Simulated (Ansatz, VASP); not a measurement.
# One calculation of Sr, two programs

```
Sr
1.0
     0.00000    3.11841    2.96629
     3.11841    0.00000    2.96629
     3.11841    3.11841    0.00000
Sr
1
Cartesian
  0.0000 0.0000 0.0000
```

Change from the starting cell: strain +0.025 along x and y, -0.025 along z, atoms carried along.

Alike in both runs: task single point; functional PBEsol; k mesh 10 × 10 × 10; occupations gaussian, width 0.03 eV; no spin polarisation.

|  | VASP | Ansatz |
| --- | --- | --- |
| version | VASP 6.6.1 | Ansatz 0.2.0 |
| potentials or method | VASP PAW PBE potentials, release 64 (Sr_sv), cutoff 520 eV | scalar-relativistic, plane waves, PAW |
| valence electrons in the cell | 10 | 10 |

```tsv
	VASP	Ansatz	Ansatz less VASP
gap on the k mesh at the Fermi level (eV)	none	none	-
pressure (GPa)	-1.1	-1.1	-0.01
traceless stress, the component that is largest in VASP (GPa)	0.07	0.07	0.000
```

VASP's potentials were made for PBE, not for PBEsol. A gap of «none» marks a metal or a gap that the smearing closes.
